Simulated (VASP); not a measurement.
Input of a VASP 6.6.1 run:

The input INCAR:

```
ALGO = Normal ; EDIFF = 1E-6
EDIFFG = -0.002 ; ENCUT = 600
GGA = PS ; IBRION = 2
ISIF = 3 ; ISMEAR = -1
LASPH = True ; LCHARG = False
LREAL = False ; LWAVE = False
NELM = 60 ; NSW = 100
PREC = Accurate ; PSTRESS = 70.0
SIGMA = 0.08
```

The input KPOINTS:

```
k-points
0
Gamma
  16 16 16
```

The input POSCAR:

```
AlRu
1.0
    2.9768317452      0.0000000000      0.0000000000
    0.0000000000      2.9768317452      0.0000000000
    0.0000000000      0.0000000000      2.9768317452
Al Ru
1 1
Direct
    0.0000000000      0.0000000000      0.0000000000
    0.5000000000      0.5000000000      0.5000000000
```

Potentials or basis: VASP PAW PBE potentials, release 64 (Al, Ru_pv).

Command:

```console
$ cat potpaw_PBE.64/Al/POTCAR potpaw_PBE.64/Ru_pv/POTCAR > POTCAR
$ mpirun -np 1 vasp_std > vasp.out
```

Problem. What does it give for the relaxed cell?

Solution. a = 2.947 Å, b = 2.947 Å, c = 2.947 Å, α = 90.00°, β = 90.00°, γ = 90.00°.

Problem. Estimate the relaxed volume.

Solution. 12.80 Å³/atom.

Problem. What does it give for the band gap on the k mesh?

Solution. Zero (an odd number of electrons rules out a gap without spin polarisation).

Problem. What does it give for the space group after relaxing (to 0.1 Å)?

Solution. Pm-3m (No. 221).

Final structure:
```xyz
2
Lattice="2.9474 0.0000 0.0000 0.0000 2.9474 0.0000 0.0000 0.0000 2.9474" Properties=species:S:1:pos:R:3 pbc="T T T"
Al    0.0000    0.0000    0.0000
Ru    1.4737    1.4737    1.4737
```

Caveat: the cell is relaxed towards a set pressure, so the run minimises the enthalpy, not the energy; the PAW data sets were made with another functional, which shifts forces and pressure a little.
